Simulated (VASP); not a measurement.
# GaN (F-43m) in VASP: settings compared

The runs below take GaN through single point, relaxation of cell and atoms, with RPBE+D4, LDA.

Everything below comes from runs of VASP 6.6.1. Logs are shortened: lines on timing, memory, paths and dates and some standing lists are left out, and cuts for length are marked.

### 1 The cell of the first run

It takes space group F-43m (No. 216, cubic). The conventional cell has a = 4.479 Å, b = 4.479 Å, c = 4.479 Å, α = 90.00°, β = 90.00°, γ = 90.00°. Ga (site symmetry -43m) has 4 N at 1.94 Å within 2.6 Å. N (site symmetry -43m) has 4 Ga at 1.94 Å within 2.6 Å.

### 2 Single point, RPBE+D4

File INCAR:

```
PREC = Accurate ; ENCUT = 520
EDIFF = 1E-7 ; ISMEAR = -1
SIGMA = 0.05 ; LREAL = False
LASPH = True ; NELM = 80
ALGO = Normal ; ISIF = 2
LWAVE = False ; LCHARG = True
GGA = RP ; IVDW = 13
LELF = True ; LVHAR = True
NBANDS = 16
```

File KPOINTS:

```
regular mesh
0
Gamma
  10 10 10
```

File POSCAR:

```
GaN
1.0
    0.0000000000      2.2393442172      2.2393442172
    2.2393442172      0.0000000000      2.2393442172
    2.2393442172      2.2393442172      0.0000000000
Ga N
1 1
Direct
    0.0000000000      0.0000000000      0.0000000000
    0.2500000000      0.2500000000      0.2500000000
```

Potentials or basis: VASP PAW PBE potentials, release 64 (Ga_d, N).

The run is started by

```sh
> cat potpaw_PBE.64/Ga_d/POTCAR potpaw_PBE.64/N/POTCAR > POTCAR
> mpirun -np 1 vasp_std > vasp.out
```

OUTCAR:

```text
PREC = Accurate
   ENCUT = 520
   EDIFF = 1E-7
   ISMEAR = -1
   LREAL = False
   LASPH = True
   NELM = 80
   ISIF = 2
   GGA = RP
   IVDW = 13

 ion  position               nearest neighbor table
   1  0.000  0.000  0.000-   2 1.94   2 1.94   2 1.94   2 1.94
   2  0.250  0.250  0.250-   1 1.94   1 1.94   1 1.94   1 1.94

  LATTYP: Found a face centered cubic cell.
 ALAT       =     4.4786884344

  Lattice vectors:

 A1 = (   0.0000000000,   2.2393442172,   2.2393442172)
 A2 = (   2.2393442172,   0.0000000000,   2.2393442172)
 A3 = (   2.2393442172,   2.2393442172,   0.0000000000)

Analysis of symmetry for initial positions (statically):
=====================================================================
 Subroutine PRICEL returns:
 Original cell was already a primitive cell.

 Routine SETGRP: Setting up the symmetry group for a
 face centered cubic supercell.

 Subroutine GETGRP returns: Found 24 space group operations
 (whereof 24 operations were pure point group operations)
 out of a pool of 48 trial point group operations.

The static configuration has the point symmetry T_d .

Analysis of symmetry for dynamics (positions and initial velocities):
=====================================================================
 Subroutine PRICEL returns:
 Original cell was already a primitive cell.

 Routine SETGRP: Setting up the symmetry group for a
 face centered cubic supercell.

 Subroutine GETGRP returns: Found 24 space group operations
 (whereof 24 operations were pure point group operations)
 out of a pool of 48 trial point group operations.

The dynamic configuration has the point symmetry T_d .

 Subroutine INISYM returns: Found 24 space group operations
 (whereof 24 operations are pure point group operations),
 and found     1 'primitive' translations

----------------------------------------------------------------------------------------

                                     Primitive cell

  volume of cell :      22.4591

  direct lattice vectors                    reciprocal lattice vectors
     0.000000000  2.239344217  2.239344217    -0.223279653  0.223279653  0.223279653
     2.239344217  0.000000000  2.239344217     0.223279653 -0.223279653  0.223279653
     2.239344217  2.239344217  0.000000000     0.223279653  0.223279653 -0.223279653

  length of vectors
     3.166910963  3.166910963  3.166910963     0.386731703  0.386731703  0.386731703

  position of ions in fractional coordinates (direct lattice)
     0.000000000  0.000000000  0.000000000
     0.250000000  0.250000000  0.250000000

  ion indices of the primitive-cell ions
   primitive index   ion index
                 1           1
                 2           2

----------------------------------------------------------------------------------------

 KPOINTS: regular mesh

Automatic generation of k-mesh.
 Grid dimensions read from file:
 generate k-points for:   10   10   10

 Generating k-lattice:

  Cartesian coordinates                     Fractional coordinates (reciprocal lattice)
    -0.022327965  0.022327965  0.022327965     0.100000000  0.000000000  0.000000000
     0.022327965 -0.022327965  0.022327965     0.000000000  0.100000000  0.000000000
     0.022327965  0.022327965 -0.022327965     0.000000000  0.000000000  0.100000000

  Length of vectors
     0.038673170  0.038673170  0.038673170

  Shift w.r.t. Gamma in fractional coordinates (k-lattice)
     0.000000000  0.000000000  0.000000000

 Subroutine IBZKPT returns following result:
 ===========================================

 Found     47 irreducible k-points:

 Following reciprocal coordinates:
            Coordinates               Weight
  0.000000  0.000000  0.000000      1.000000
  0.100000  0.000000  0.000000      8.000000
  0.200000  0.000000  0.000000      8.000000
  0.300000  0.000000  0.000000      8.000000
  0.400000  0.000000  0.000000      8.000000
  0.500000  0.000000  0.000000      4.000000
[... 16 lines left out ...]
  0.300000  0.300000  0.000000      6.000000
  0.400000  0.300000  0.000000     24.000000
 [... further k-points ...]
   k-points           NKPTS =     47   k-points in BZ     NKDIM =     47   number of bands    NBANDS=     16
   number of dos      NEDOS =    301   number of ions     NIONS =      2
   total plane-waves  NPLWV =  13824
   dimension x,y,z NGX =    24 NGY =   24 NGZ =   24
   dimension x,y,z NGXF=    48 NGYF=   48 NGZF=   48
   ions per type =               1   1
   NGX,Y,Z   is equivalent  to a cutoff of  12.60, 12.60, 12.60 a.u.
   NGXF,Y,Z  is equivalent  to a cutoff of  25.20, 25.20, 25.20 a.u.
 SYSTEM =  unknown system
   PREC   = accura    normal or accurate (medium, high low for compatibility)
   ISTART =      0    job   : 0-new  1-cont  2-samecut
   ICHARG =      2    charge: 1-file 2-atom 10-const
   ISPIN  =      1    spin polarized calculation?
   LNONCOLLINEAR =      F non collinear calculations
   LSORBIT =      F    spin-orbit coupling
   LASPH  =      T    aspherical Exc in radial PAW
   ENCUT  =  520.0 eV  38.22 Ry    6.18 a.u.   5.89  5.89  5.89*2*pi/ulx,y,z
   NELM   =     80;   NELMIN=  2; NELMDL= -5     # of ELM steps
   EDIFF  = 0.1E-06   stopping-criterion for ELM
   LREAL  =      F    real-space projection
   EDIFFG = 0.1E-05   stopping-criterion for IOM
   NSW    =      0    number of steps for IOM
   IBRION =     -1    ionic relax: 0-MD 1-quasi-New 2-CG
   NFREE  =      0    steps in history (QN), initial steepest desc. (CG)
   ISIF   =      2    stress and relaxation
   ISYM   =      2    0-nonsym 1-usesym 2-fastsym
   POTIM  = 0.5000    time-step for ionic-motion
   TEBEG  =    0.0;   TEEND  =   0.0 temperature during run
   PSTRESS=    0.0 pullay stress
   NELECT =      18.0000    total number of electrons
   NUPDOWN=      -1.0000    fix difference up-down
   EMIN   =  10.00;   EMAX   =-10.00  energy-range for DOS
   EFERMI =   0.00;   METHOD = LEGACY
   ISMEAR =    -1;   SIGMA  =   0.05  broadening in eV -4-tet -1-fermi 0-gaus
   EFERMI_NEDOS =   21; number of points for ismear=-14 and -15
   IALGO  =     38    algorithm
   IMIX   =      4    mixing-type and parameters
     AMIX     =   0.40;   BMIX     =  1.00
     AMIX_MAG =   1.60;   BMIX_MAG =  1.00
  volume/ion in A,a.u.               =      11.23        75.78
  Fermi-wavevector in a.u.,A,eV,Ry     =   1.520669  2.873649 31.462595  2.312435
  Thomas-Fermi vector in A             =   2.629489
   LORBIT       =      0    0 simple, 1 ext, 2 COOP (PROOUT), +10 PAW based schemes
   GGA     = RP    functional components
   LHFCALC =     F    Hartree Fock is set to
   AEXX    =    0.0000 exact exchange contribution
   IVDW    =    13    specifies the selected vdW correction
   LEPSILON=     F    determine dielectric tensor
   LRPA    =     F    only Hartree local field effects (RPA)
 non-spin polarized calculation
  energy-cutoff  :      520.00
  volume of cell :       22.46
 maximum number of plane-waves:       620
   NGX = 11   NGY = 11   NGZ = 11

 number of electron      18.0000015 magnetization

 Free energy of the ion-electron system (eV)
  ---------------------------------------------------
  ext. energy  EPLUGINS =         0.00000000
  ---------------------------------------------------
  free energy    TOTEN  =       -11.27456409 eV

  energy without entropy =      -11.27456409  energy(sigma->0) =      -11.27456409

 E-fermi :   6.6472     XC(G=0): -11.5767

 val. band max:        5.6225330198   @ k =   0.0000   0.0000   0.0000
 cond. band min:       7.5211856580   @ k =   0.0000   0.0000   0.0000
 fundamental gap:      1.8986526381
 Fermi energy:         6.6471944747

 k-point     1 :       0.0000    0.0000    0.0000
  band No.  band energies     occupation
      1     -10.5122      2.00000
      2      -7.8386      2.00000
      3      -7.8386      2.00000
      4      -7.8386      2.00000
      5      -7.4997      2.00000
      6      -7.4997      2.00000
[... 8 lines left out ...]
     15      24.7126      0.00000
     16      24.7127      0.00000

 k-point     2 :       0.1000    0.0000    0.0000
  band No.  band energies     occupation
      1     -10.3991      2.00000
      2      -7.8243      2.00000
      3      -7.8243      2.00000
      4      -7.8006      2.00000
      5      -7.5011      2.00000
      6      -7.5011      2.00000
[... 8 lines left out ...]
     15      23.3596      0.00000
     16      23.4775      0.00000

 k-point     3 :       0.2000    0.0000    0.0000
  band No.  band energies     occupation
      1     -10.1120      2.00000
      2      -7.7910      2.00000
      3      -7.7910      2.00000
      4      -7.6411      2.00000
      5      -7.4998      2.00000
      6      -7.4998      2.00000
[... 8 lines left out ...]
     15      22.5824      0.00000
     16      22.5824      0.00000

 k-point     4 :       0.3000    0.0000    0.0000
  band No.  band energies     occupation
      1      -9.7995      2.00000
      2      -7.7613      2.00000
      3      -7.7613      2.00000
      4      -7.4856      2.00000
      5      -7.4856      2.00000
      6      -7.2509      2.00000
[... 8 lines left out ...]
     15      23.0957      0.00000
     16      23.0957      0.00000
[... 324 lines left out ...]
 k-point    22 :      -0.2000    0.2000    0.0000
  band No.  band energies     occupation
      1      -9.7032      2.00000
      2      -7.7438      2.00000
      3      -7.7290      2.00000
      4      -7.5229      2.00000
      5      -7.5159      2.00000
      6      -7.0727      2.00000
[... 8 lines left out ...]
     15      23.3173      0.00000
     16      26.5260      0.00000

 k-point    23 :       0.3000    0.3000    0.0000
  band No.  band energies     occupation
      1      -9.6105      2.00000
      2      -7.6853      2.00000
      3      -7.6385      2.00000
      4      -7.6385      2.00000
      5      -7.4470      2.00000
      6      -7.0649      2.00000
[... 8 lines left out ...]
     15      27.8476      0.00000
     16      28.4857      0.00000

 k-point    24 :       0.4000    0.3000    0.0000
  band No.  band energies     occupation
      1      -9.4806      2.00000
      2      -7.7034      2.00000
      3      -7.6020      2.00000
      4      -7.6017      2.00000
      5      -7.4363      2.00000
      6      -6.6151      2.00000
[... 8 lines left out ...]
     15      28.2869      0.00000
     16      28.3260      0.00000

 [... further k-points ...]

------------------------ aborting loop because EDIFF is reached ----------------------------------------

  DFT-D4 for vdW energy calculation

  Edisp (eV):   -1.64589

  FORCE on cell =-STRESS in cart. coord.  units (eV):
  Direction    XX          YY          ZZ          XY          YZ          ZX
  --------------------------------------------------------------------------------------
  -------------------------------------------------------------------------------------
  Total      -0.01388    -0.01388    -0.01388     0.00000     0.00000    -0.00000
  in kB      -0.99017    -0.99017    -0.99017     0.00000     0.00000    -0.00000
  external pressure =       -0.99 kB  Pullay stress =        0.00 kB

 VOLUME and BASIS-vectors are now :
 -----------------------------------------------------------------------------
  energy-cutoff  :      520.00
  volume of cell :       22.46
      direct lattice vectors                 reciprocal lattice vectors
     0.000000000  2.239344217  2.239344217    -0.223279653  0.223279653  0.223279653
     2.239344217  0.000000000  2.239344217     0.223279653 -0.223279653  0.223279653
     2.239344217  2.239344217  0.000000000     0.223279653  0.223279653 -0.223279653

 POSITION                                       TOTAL-FORCE (eV/Angst)
 -----------------------------------------------------------------------------------
      0.00000      0.00000      0.00000        -0.000000      0.000000     -0.000000
      1.11967      1.11967      1.11967         0.000000     -0.000000      0.000000
 -----------------------------------------------------------------------------------
    total drift:                                0.000001      0.000001      0.000001

  FREE ENERGIE OF THE ION-ELECTRON SYSTEM (eV)
  ---------------------------------------------------
  free  energy   TOTEN  =       -12.9204546261 eV

  energy  without entropy=      -12.9204546260  energy(sigma->0) =      -12.92045463
```

Run time: 39 s. Hardware: 1 thread of AMD EPYC 7R13, shared host; peak memory 0.12 GiB.

What came out:

```
Free energy                : -12.9205 eV
Pressure                   : -0.1 GPa
Band gap on the k mesh     : 1.90 eV, direct
Dispersion energy per atom : -0.823 eV
```

Caveat: the PAW data sets were made with another functional, which shifts forces and pressure a little. Expect the measured gap to be larger: semilocal functionals such as RPBE lack the derivative discontinuity.

[end of part 1 of 2]
